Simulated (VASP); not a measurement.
YPb:

```
Y Pb
1.0
     3.52559    0.00000    0.00000
    -1.76279    3.05325    0.00000
     0.00000    0.00000    5.75729
Y Pb
1 1
Direct
  0.66667 0.33333 0.50000
  0.33333 0.66667 0.00000
```

- Program: VASP 6.6.1
- Task: relaxation of cell and atoms
- Functional: PBE
- Potentials or basis: VASP PAW PBE potentials, release 64 (Y_sv, Pb_d)
- Cutoff: 600 eV
- k mesh: 18 × 18 × 10
- Occupations: gaussian, width 0.1 eV
- Spin: no spin polarisation

At the start: pressure -2.0 GPa; volume 30.99 Å³/atom.

**Question.** Where does the relaxation end?

**Answer.** Over 8 steps the energy falls by 76.7 meV/atom and the volume is 29.67 Å³/atom (-4.3 %); space group P-6m2 (No. 187, to 0.1 Å) before and after.

The path:
| step | energy change (eV) | largest force (eV/Å) | pressure (GPa) | volume (Å³) |
| --- | --- | --- | --- | --- |
| 1 | 0.0000 | 0.0000 | -2.04 | 61.97 |
| 2 | -0.0982 | 0.0000 | 0.44 | 58.43 |
| 3 | -0.1109 | 0.0000 | 1.85 | 56.97 |
| 4 | -0.1494 | 0.0000 | 0.38 | 58.72 |
| 5 | -0.1532 | 0.0000 | -0.15 | 59.47 |
| 6 | -0.1532 | 0.0000 | -0.18 | 59.52 |
| 7 | -0.1533 | 0.0000 | 0.06 | 59.28 |
| 8 | -0.1534 | 0.0000 | 0.00 | 59.34 |

Final structure:
```cif
data_structure
_symmetry_space_group_name_H-M 'P 1'
_symmetry_Int_Tables_number 1
_cell_length_a 3.6695
_cell_length_b 3.6695
_cell_length_c 5.0882
_cell_angle_alpha 90.000
_cell_angle_beta 90.000
_cell_angle_gamma 120.000
_cell_volume 59.34
loop_
_atom_site_label
_atom_site_type_symbol
_atom_site_fract_x
_atom_site_fract_y
_atom_site_fract_z
_atom_site_occupancy
Y1 Y 0.66667 0.33333 0.50000 1
Pb1 Pb 0.33333 0.66667 0.00000 1
```
